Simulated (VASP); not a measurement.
Crystal: NdZrS2.

```
CELL_PARAMETERS angstrom
4.26016 0.00000 0.00000
0.00000 4.26016 0.00000
0.00000 0.00000 6.13641
ATOMIC_POSITIONS crystal
Nd 0.00000 0.00000 0.35565
Zr 0.00000 0.00000 0.94446
S 0.50000 0.00000 0.19475
S 0.00000 0.50000 0.19475
```

The cell was generated, and may not be a known phase.

| Item | Value |
| --- | --- |
| Program | VASP 6.6.1 |
| Task | relaxation of cell and atoms |
| Functional | PBE |
| Potentials or basis | VASP PAW PBE potentials, release 64 (Nd_3, Zr_sv, S), 4f in core |
| Cutoff | 500 eV |
| k mesh | 5 × 5 × 3 |
| Occupations | gaussian, width 0.2 eV |
| Spin | no spin polarisation |

At the start: pressure 25.7 GPa; volume 27.84 Å³/atom.

Task: How do energy, volume and symmetry change on relaxing?

Result: Over 11 steps the energy falls by 1133.8 meV/atom and the volume is 33.12 Å³/atom (+19.0 %); space group P4mm (No. 99, to 0.1 Å) before and after.

Step by step:
```
step  energy change (eV)  largest force (eV/Å)  pressure (GPa)  volume (Å³)
   1              0.0000               12.5002           25.66       111.37
   2             -0.2983                3.8925           -8.99       199.63
   3             -3.7600                2.9229           -4.29       144.13
   4             -3.8133                2.7082           -3.18       140.99
   5             -3.8264                2.4907           -2.05       138.23
   6             -4.3479                1.1744           -0.45       133.11
   7             -4.4804                0.9312            2.03       128.94
   8             -4.4819                0.9157            1.72       129.36
   9             -4.5239                0.3235           -0.98       134.60
  10             -4.5305                0.1303           -0.30       133.12
  11             -4.5354                0.0395           -0.06       132.49
```

Final structure:
```yaml
crystal:
  lattice:
    - [4.55975, 0.00000, 0.00000]
    - [0.00000, 4.55975, 0.00000]
    - [0.00000, 0.00000, 6.37227]
  atoms:
    - { symbol: Nd, position: [0.00000, 0.00000, 0.42285] }
    - { symbol: Zr, position: [0.00000, 0.00000, 0.96527] }
    - { symbol: S, position: [0.50000, 0.00000, 0.15074] }
    - { symbol: S, position: [0.00000, 0.50000, 0.15074] }
```

Caveat: the volume moved by over 15 % at a fixed basis, so the end points are rough; an odd number of electrons without spin polarisation forces a metal; a magnetic or distorted state may lie lower; the run has no spin polarisation, though such a crystal can be magnetic; the relaxation stopped at a loose force limit of 0.08 eV/Å, so its end isn't a converged minimum.
